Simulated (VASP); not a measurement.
Input of a VASP 6.6.1 run:

INCAR

```
SYSTEM = Zr2B
PREC = Accurate
ENCUT = 520
EDIFF = 1E-6
ISMEAR = 0
SIGMA = 0.1
LREAL = .False.
LASPH = .True.
NELM = 100
ALGO = Fast
ISIF = 2
LWAVE = .False.
LCHARG = .False.
GGA = PE
NBANDS = 36
```

KPOINTS

```
regular mesh
0
Gamma
  12 12 8
  0 0 0
```

Contents of POSCAR:

```
Zr2B
1.0
    4.5282469698      0.0000000000      0.0000000000
   -2.2641234849      3.9215769105      0.0000000000
    0.0000000000      0.0000000000      5.7635517046
Zr B
4 2
Direct
    0.3333333333      0.6666666667      0.5000000000
    0.6666666667      0.3333333333      0.5000000000
    0.0000000000      0.0000000000      0.2115989108
    0.0000000000      0.0000000000      0.7884010892
    0.3333333333      0.6666666667      0.0000000000
    0.6666666667      0.3333333333      0.0000000000
```

Potentials or basis: VASP PAW PBE potentials, release 64 (Zr_sv, B).

Run with:

```bash
$ cat potpaw_PBE.64/Zr_sv/POTCAR potpaw_PBE.64/B/POTCAR > POTCAR
$ mpirun -np 1 vasp_std > vasp.out
```

Question: What does it give for the pressure?

Answer: 0.1 GPa.

Question: Predict the band gap on the k mesh.

Answer: Zero (band 27 reaches 9.41 eV, above the bottom of band 28 at 8.79 eV).

Question: Predict the largest force.

Answer: 0.050 eV/Å.

Stress tensor (GPa, compression positive):
```
0.11 0.00 0.00
0.00 0.11 0.00
0.00 0.00 0.19
```
